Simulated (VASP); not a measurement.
Wanted: the native input for a VASP 6.6.1 run.

- Task: single point
- Functional: PBE
- Dispersion: D4
- Potentials or basis: VASP PAW PBE potentials, release 64 (Sr_sv, O)
- Cutoff: 520 eV
- k mesh: 9 × 9 × 9
- Occupations: fermi-dirac, width 0.05 eV
- Spin: no spin polarisation
- Dipole correction: no
- Further INCAR settings: ALGO = Normal; EDIFF = 1e-06; NBANDS = 15

The structure of SrO lies in POSCAR:

```
SrO
1.0
    0.0000000000      2.5802991757      2.5802991757
    2.5802991757      0.0000000000      2.5802991757
    2.5802991757      2.5802991757      0.0000000000
Sr O
1 1
Direct
    0.5000000000      0.5000000000      0.5000000000
    0.0000000000      0.0000000000      0.0000000000
```

One way to write it, as run:

INCAR

```
PREC     = Accurate       # precision mode
ENCUT    = 520            # plane-wave cutoff, eV
EDIFF    = 1E-6           # SCF threshold, eV
ISMEAR   = -1             # smearing method
SIGMA    = 0.05           # smearing width, eV
LREAL    = F              # projectors in reciprocal space
LASPH    = T              # aspherical terms in the spheres
NELM     = 80             # most SCF steps
ALGO     = Normal         # electronic algorithm
ISIF     = 2              # what is computed and relaxed
LWAVE    = F              # write WAVECAR
LCHARG   = F              # write CHGCAR
GGA      = PE             # functional
IVDW     = 13             # dispersion correction
NBANDS   = 15             # bands
```

KPOINTS

```
Automatic mesh
0
Gamma
  9 9 9
```

Potentials or basis: VASP PAW PBE potentials, release 64 (Sr_sv, O).

The run is started by

```sh
$ cat potpaw_PBE.64/Sr_sv/POTCAR potpaw_PBE.64/O/POTCAR > POTCAR
$ mpirun -np 1 vasp_std > vasp.out
```

Results of the run:

```
Pressure                   : 0.6 GPa
Band gap on the k mesh     : 3.33 eV, indirect (least direct gap 3.43 eV)
Dispersion energy per atom : -0.169 eV
```

It took 11 s on 1 thread of AMD EPYC 9R45 96-Core Processor (Zen 5), with other jobs on the host, peak memory 0.13 GiB.
